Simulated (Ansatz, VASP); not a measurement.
# One calculation of Se, two programs

```
Se
1.0
    14.40000    0.00000    0.00000
     0.00000   12.30000    0.00000
     0.00000    0.00000   14.40000
Se
8
Direct
  0.62061 0.62412 0.58618
  0.68382 0.48936 0.48920
  0.61796 0.51072 0.34094
  0.49713 0.38329 0.32663
  0.35653 0.47415 0.35592
  0.31387 0.43817 0.51048
  0.35911 0.58818 0.60094
  0.50059 0.54398 0.67314
```

Alike in both runs: functional PBE; dispersion D3(BJ); k mesh 1 × 1 × 1; occupations gaussian, width 0.01 eV; no spin polarisation.

Ansatz relaxed the structure, and its values are those at the end. VASP's run is a single point on that final structure, the one shown.

|  | VASP | Ansatz |
| --- | --- | --- |
| version | VASP 6.6.1 | Ansatz 0.2.0 |
| potentials or method | VASP PAW PBE potentials, release 64 (Se), cutoff 520 eV | scalar-relativistic, plane waves, PAW |
| valence electrons in the cell | 48 | 128 |

```csv
,VASP,Ansatz,Ansatz less VASP
gap on the k mesh at the Fermi level (eV),2.55,2.55,+0.001
rms of the force components (eV/Å),0.020,0.001,-0.0191
```

VASP's potentials hold 48 valence electrons a cell and Ansatz's 128, so a difference there can come from the potentials and not from the codes.
